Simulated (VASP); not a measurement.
Set up this calculation in VASP 6.6.1, as the native input.

```
Task                   : relaxation of the atoms
Functional             : PBE
Potentials or basis    : VASP PAW PBE potentials, release 64 (S, Mg)
Cutoff                 : 520 eV
k mesh                 : 8 × 8 × 8
Occupations            : fermi-dirac, width 0.05 eV
Spin                   : no spin polarisation
Dipole correction      : no
Further INCAR settings : ALGO = Normal; EDIFF = 1e-07; IBRION = 2; EDIFFG = -0.02; NSW = 80
```

The structure of MgS lies in POSCAR:

```
MgS
1.0
    0.0000000000      2.8331200468      2.8331200468
    2.9464448487      0.0000000000      2.8331200468
    2.9464448487      2.8331200468      0.0000000000
S Mg
1 1
Direct
    0.2500000000      0.2500000000      0.2500000000
    0.0000000000      0.0000000000      0.0000000000
```

One way to write it, as run:

INCAR

```
ALGO = Normal
EDIFF = 1E-7
EDIFFG = -0.02
ENCUT = 520
GGA = PE
IBRION = 2
ISIF = 2
ISMEAR = -1
LASPH = T
LCHARG = F
LREAL = F
LWAVE = F
NELM = 80
NSW = 80
PREC = Accurate
SIGMA = 0.05
```

KPOINTS

```
k-points
0
Gamma
  8 8 8
```

Potentials or basis: VASP PAW PBE potentials, release 64 (S, Mg).

The run is started by

```sh
$ cat potpaw_PBE.64/S/POTCAR potpaw_PBE.64/Mg/POTCAR > POTCAR
$ mpirun -np 1 vasp_std > vasp.out
```

Results of the run:

```
Pressure after relaxing : -1.4 GPa
Band gap on the k mesh  : 3.21 eV
```

Caveat: the relaxation stopped at its first step, so nothing moved.

Wall time 47 s on 1 thread of Intel Xeon 8259CL (shared host), peak memory 0.18 GiB.
